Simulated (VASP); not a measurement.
# W3S in VASP: notebook, part 2 of 2

VASP 6.6.1. The steps go on from the part before.

## Step 3: Single point, PBE

INCAR

```
ALGO     = Normal         # electronic algorithm
DIPOL    = 0.5 0.5 0.360
EDIFF    = 1E-6           # SCF threshold, eV
ENCUT    = 520            # plane-wave cutoff, eV
GGA      = PE             # functional
IDIPOL   = 3            
ISIF     = 2              # what is computed and relaxed
ISMEAR   = 0              # smearing method
LASPH    = T              # aspherical terms in the spheres
LCHARG   = F              # write CHGCAR
LDIPOL   = T            
LREAL    = F              # projectors in reciprocal space
LWAVE    = F              # write WAVECAR
NBANDS   = 32             # bands
NELM     = 100            # most SCF steps
PREC     = Accurate       # precision mode
SIGMA    = 0.1            # smearing width, eV
```

KPOINTS

```
k-points
0
Gamma
  9 9 1
```

POSCAR

```
W3S
1.0
    2.8547213223      0.0000000000      0.0000000000
    0.0000000000      2.8547213223      0.0000000000
    0.0000000000      0.0000000000     19.4446428902
W S
3 1
Direct
    0.5000000000      0.5000000000      0.2057121863
    0.0000000000      0.0000000000      0.3071173012
    0.5000000000      0.5000000000      0.4085774645
    0.6666666667      0.6666666667      0.5173002754
```

Potentials or basis: VASP PAW PBE potentials, release 64 (W_sv, S).

Run with:

```console
$ cat potpaw_PBE.64/W_sv/POTCAR potpaw_PBE.64/S/POTCAR > POTCAR
$ mpirun -np 1 vasp_std > vasp.out
```

OUTCAR:

```text
EDIFF = 1E-6
   ENCUT = 520
   GGA = PE
   ISIF = 2
   ISMEAR = 0
   LASPH = T
   LREAL = F
   NELM = 100
   PREC = Accurate

 ion  position               nearest neighbor table
   1  0.500  0.500  0.206-   2 2.82   2 2.82   2 2.82   2 2.82
   2  0.000  0.000  0.307-   1 2.82   1 2.82   1 2.82   1 2.82   3 2.82   3 2.82   3 2.82   3 2.82

   3  0.500  0.500  0.409-   4 2.22   2 2.82   2 2.82   2 2.82   2 2.82
   4  0.667  0.667  0.517-   3 2.22

  LATTYP: Found a simple tetragonal cell.
 ALAT       =     2.8547213223
 C/A-ratio  =     6.8113979247

  Lattice vectors:

 A1 = (   2.8547213223,   0.0000000000,   0.0000000000)
 A2 = (   0.0000000000,   2.8547213223,   0.0000000000)
 A3 = (   0.0000000000,   0.0000000000,  19.4446428902)

Analysis of symmetry for initial positions (statically):
=====================================================================
 Subroutine PRICEL returns:
 Original cell was already a primitive cell.

 Routine SETGRP: Setting up the symmetry group for a
 simple tetragonal supercell.

 Subroutine GETGRP returns: Found  2 space group operations
 (whereof  2 operations were pure point group operations)
 out of a pool of 16 trial point group operations.

The static configuration has the point symmetry C_1h.

Analysis of symmetry for dynamics (positions and initial velocities):
=====================================================================
 Subroutine PRICEL returns:
 Original cell was already a primitive cell.

 Routine SETGRP: Setting up the symmetry group for a
 simple tetragonal supercell.

 Subroutine GETGRP returns: Found  2 space group operations
 (whereof  2 operations were pure point group operations)
 out of a pool of 16 trial point group operations.

The dynamic configuration has the point symmetry C_1h.

 Subroutine INISYM returns: Found  2 space group operations
 (whereof  2 operations are pure point group operations),
 and found     1 'primitive' translations

----------------------------------------------------------------------------------------

                                     Primitive cell

  volume of cell :     158.4628

  direct lattice vectors                    reciprocal lattice vectors
     2.854721322  0.000000000  0.000000000     0.350296890  0.000000000  0.000000000
     0.000000000  2.854721322  0.000000000     0.000000000  0.350296890  0.000000000
     0.000000000  0.000000000 19.444642890     0.000000000  0.000000000  0.051428047

  length of vectors
     2.854721322  2.854721322 19.444642890     0.350296890  0.350296890  0.051428047

  position of ions in fractional coordinates (direct lattice)
     0.500000000  0.500000000  0.205712186
     0.000000000  0.000000000  0.307117301
     0.500000000  0.500000000  0.408577464
     0.666666667  0.666666667  0.517300275

  ion indices of the primitive-cell ions
   primitive index   ion index
                 1           1
                 2           2
                 3           3
                 4           4

----------------------------------------------------------------------------------------

 KPOINTS: k-points

Automatic generation of k-mesh.
 Grid dimensions read from file:
 generate k-points for:    9    9    1

[... 42 lines left out ...]
 -0.333333  0.444444  0.000000      4.000000
  0.444444  0.444444  0.000000      2.000000
   k-points           NKPTS =     25   k-points in BZ     NKDIM =     25   number of bands    NBANDS=     32
   number of dos      NEDOS =    301   number of ions     NIONS =      4
   total plane-waves  NPLWV =  86400
   dimension x,y,z NGX =    24 NGY =   24 NGZ =  150
   dimension x,y,z NGXF=    48 NGYF=   48 NGZF=  300
   ions per type =               3   1
   NGX,Y,Z   is equivalent  to a cutoff of  13.98, 13.98, 12.82 a.u.
   NGXF,Y,Z  is equivalent  to a cutoff of  27.95, 27.95, 25.65 a.u.
 SYSTEM =  unknown system
   PREC   = accura    normal or accurate (medium, high low for compatibility)
   ISTART =      0    job   : 0-new  1-cont  2-samecut
   ICHARG =      2    charge: 1-file 2-atom 10-const
   ISPIN  =      1    spin polarized calculation?
   LNONCOLLINEAR =      F non collinear calculations
   LSORBIT =      F    spin-orbit coupling
   LASPH  =      T    aspherical Exc in radial PAW
   ENCUT  =  520.0 eV  38.22 Ry    6.18 a.u.   5.31  5.31 36.15*2*pi/ulx,y,z
   NELM   =    100;   NELMIN=  2; NELMDL= -5     # of ELM steps
   EDIFF  = 0.1E-05   stopping-criterion for ELM
   LREAL  =      F    real-space projection
   EDIFFG = 0.1E-04   stopping-criterion for IOM
   NSW    =      0    number of steps for IOM
   IBRION =     -1    ionic relax: 0-MD 1-quasi-New 2-CG
   NFREE  =      0    steps in history (QN), initial steepest desc. (CG)
   ISIF   =      2    stress and relaxation
   ISYM   =      2    0-nonsym 1-usesym 2-fastsym
   POTIM  = 0.5000    time-step for ionic-motion
   TEBEG  =    0.0;   TEEND  =   0.0 temperature during run
   PSTRESS=    0.0 pullay stress
   NELECT =      48.0000    total number of electrons
   NUPDOWN=      -1.0000    fix difference up-down
   EMIN   =  10.00;   EMAX   =-10.00  energy-range for DOS
   EFERMI =   0.00;   METHOD = LEGACY
   ISMEAR =     0;   SIGMA  =   0.10  broadening in eV -4-tet -1-fermi 0-gaus
   EFERMI_NEDOS =   21; number of points for ismear=-14 and -15
   IALGO  =     38    algorithm
   IMIX   =      4    mixing-type and parameters
     AMIX     =   0.40;   BMIX     =  1.00
     AMIX_MAG =   1.60;   BMIX_MAG =  1.00
  volume/ion in A,a.u.               =      39.62       267.34
  Fermi-wavevector in a.u.,A,eV,Ry     =   1.099460  2.077678 16.446890  1.208812
  Thomas-Fermi vector in A             =   2.235855
   LORBIT       =      0    0 simple, 1 ext, 2 COOP (PROOUT), +10 PAW based schemes
   GGA     = PE    functional components
   LHFCALC =     F    Hartree Fock is set to
   AEXX    =    0.0000 exact exchange contribution
   IVDW    =     0    specifies the selected vdW correction
   LEPSILON=     F    determine dielectric tensor
   LRPA    =     F    only Hartree local field effects (RPA)
 non-spin polarized calculation
 Gauss-broadening in eV      SIGMA  =   0.10
  energy-cutoff  :      520.00
  volume of cell :      158.46
 maximum number of plane-waves:      4297
 NGX is ok and might be reduce to    24
   NGX = 11   NGY = 11   NGZ = 73

 dipolmoment           0.000000      0.000000     -0.001309 electrons x Angstroem

 number of electron      47.9999995 magnetization

 dipolmoment           0.000000      0.000000      0.004547 electrons x Angstroem

 Free energy of the ion-electron system (eV)
  ---------------------------------------------------
  ext. energy  EPLUGINS =         0.00000000
  ---------------------------------------------------
  free energy    TOTEN  =       -39.54311750 eV

  energy without entropy =      -39.52261956  energy(sigma->0) =      -39.53286853

 E-fermi :   1.4822     XC(G=0):  -6.2552

 val. band max:        1.4801241324   @ k =   0.1111   0.1111   0.0000
 cond. band min:       1.4965873990   @ k =   0.2222   0.1111   0.0000
 fundamental gap:      0.0164632666
 Fermi energy:         1.4821569821

 k-point     1 :       0.0000    0.0000    0.0000
  band No.  band energies     occupation
      1     -72.6505      2.00000
      2     -72.3493      2.00000
      3     -72.1007      2.00000
      4     -37.1422      2.00000
      5     -36.7881      2.00000
      6     -36.5968      2.00000
[... 829 lines left out ...]
     31       6.4788      0.00000
     32       6.7751      0.00000

 [... further k-points ...]

------------------------ aborting loop because EDIFF is reached ----------------------------------------

 vacuum level on the upper side and lower side of the slab       (xc-potential included)        -0.105        -0.223

  FORCE on cell =-STRESS in cart. coord.  units (eV):
  Direction    XX          YY          ZZ          XY          YZ          ZX
  --------------------------------------------------------------------------------------
  -------------------------------------------------------------------------------------
  Total       -2.0124323     -2.0124323     -0.8871529      0.5720654      0.2524193      0.2524186
  in kB      -20.3471910    -20.3471910     -8.9697775      5.7840072      2.5521473      2.5521399
  external PRESSURE =     -16.5547198 kB  Pullay stress =       0.0000000 kB

 VOLUME and BASIS-vectors are now :
 -----------------------------------------------------------------------------
  energy-cutoff  :      520.00
  volume of cell :      158.46
      direct lattice vectors                 reciprocal lattice vectors
     2.854721322  0.000000000  0.000000000     0.350296890  0.000000000  0.000000000
     0.000000000  2.854721322  0.000000000     0.000000000  0.350296890  0.000000000
     0.000000000  0.000000000 19.444642890     0.000000000  0.000000000  0.051428047

 POSITION                                       TOTAL-FORCE (eV/Angst)
 -----------------------------------------------------------------------------------
      1.42736      1.42736      4.00000         0.062242      0.062242      0.151696
      0.00000      0.00000      5.97179        -0.150661     -0.150661      0.117719
      1.42736      1.42736      7.94464        -0.006581     -0.006581     -0.262286
      1.90315      1.90315     10.05872         0.095000      0.095000     -0.007129
 -----------------------------------------------------------------------------------
    total drift:                                0.000027      0.000027      0.000311

  FREE ENERGIE OF THE ION-ELECTRON SYSTEM (eV)
  ---------------------------------------------------
  free  energy   TOTEN  =       -39.5431174960 eV

  energy  without entropy=      -39.5226195616  energy(sigma->0) =      -39.53286853

 vacuum level on the upper side and lower side of the slab         6.029         5.874
```

It took 1.7 min on 1 thread of Intel Xeon 6975P-C (Granite Rapids), shared host; peak memory 0.33 GiB.

What came out:

| Property | Result |
| --- | --- |
| Free energy | -39.5431 eV |
| Largest force | 0.262 eV/Å |
| Band gap on the k mesh | zero (band 24 reaches 2.84 eV, above the bottom of band 25 at 1.31 eV) |

Forces on the atoms (eV/Å):
```
W    0.062  0.062  0.152
W   -0.151 -0.151  0.118
W   -0.007 -0.007 -0.262
S    0.095  0.095 -0.007
```

Levels at points of the mesh, in eV from the Fermi level:
```tsv
k point	band 20	band 21	band 22	band 23	band 24	band 25	band 26	band 27	band 28	band 29
(0.00, 0.00, 0.00)	-1.39	-0.92	-0.48	-0.41	0.16	0.51	1.39	1.67	1.83	2.17
```

Caveat: spin-orbit coupling is left out, which moves the levels of the heavy elements.
